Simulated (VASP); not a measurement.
A run of VASP 6.6.1 is set up as follows.

File INCAR:

```
ALGO     = Fast           # electronic algorithm
EDIFF    = 1E-6           # SCF threshold, eV
ENCUT    = 520            # plane-wave cutoff, eV
GGA      = PE             # functional
ISIF     = 2              # what is computed and relaxed
ISMEAR   = 0              # smearing method
IVDW     = 12             # dispersion correction
LASPH    = True           # aspherical terms in the spheres
LCHARG   = False          # write CHGCAR
LREAL    = False          # projectors in reciprocal space
LWAVE    = False          # write WAVECAR
NBANDS   = 8              # bands
NELM     = 100            # most SCF steps
PREC     = Accurate       # precision mode
SIGMA    = 0.15           # smearing width, eV
```

KPOINTS

```
k-points
0
Gamma
  26 26 26
```

The input POSCAR:

```
Al
1.0
    0.0000000000      1.9913628294      2.0710173426
    1.9913628294      0.0000000000      2.0710173426
    1.9913628294      1.9913628294      0.0000000000
Al
1
Direct
    0.0000000000      0.0000000000      0.0000000000
```

Potentials or basis: VASP PAW PBE potentials, release 64 (Al).

Launch:

```sh
$ cat potpaw_PBE.64/Al/POTCAR > POTCAR
$ mpirun -np 1 vasp_std > vasp.out
```

(1) What does it give for the dispersion energy per atom?

(2) What does it give for the pressure?

Results:

(1) -0.338 eV.

(2) -3.0 GPa.

Caveat: the cell differs from its parent crystal (strain +0.000 along x and y, +0.040 along z); pairwise dispersion overbinds metals, which lowers pressure and volume.
